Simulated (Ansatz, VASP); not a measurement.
## GaO3 in VASP and in Ansatz

```
Ga O
1.0
     2.94776    0.00000    0.00000
    -1.47388    2.55283    0.00000
     0.00000    0.00000    6.84537
Ga O
1 3
Direct
  0.66667 0.33333 0.00000
  0.66667 0.33333 0.50000
  0.33333 0.66667 0.15871
  0.33333 0.66667 0.84129
```

Change from the starting cell: species swapped into the Tl3Bi type (P-6m2, No. 187).

Alike in both runs: functional PBE; k mesh 6 × 6 × 2; occupations gaussian, width 0.1 eV; collinear spin.

Ansatz relaxed the structure, and its values are those at the end. VASP's run is a single point on that final structure, the one shown.

|  | VASP | Ansatz |
| --- | --- | --- |
| version | VASP 6.6.1 | Ansatz 0.2.0 |
| potentials or method | VASP PAW PBE potentials, release 64 (Ga_d, O), cutoff 520 eV | scalar-relativistic, plane waves, PAW |
| valence electrons in the cell | 31 | 31 |

|  | VASP | Ansatz | Ansatz less VASP |
| --- | --- | --- | --- |
| gap on the k mesh at the Fermi level (eV) | none | none | - |
| pressure (GPa) | 0.6 | 0.1 | -0.49 |
| rms of the force components (eV/Å) | 0.023 | 0.009 | -0.0135 |
| net moment per atom (μB) | 0.75 | 0.75 | 0.000 |
| size of the moment on the site where the two differ most (μB) | 1.67 | 2.01 | +0.338 |

Site moments also hang on the region over which each program counts them. A gap of «none» marks a metal or a gap that the smearing closes. With one functional, cell and mesh, what is left measures potentials, basis and numerics.

The k mesh is coarse, so the values compare programs but aren't converged.
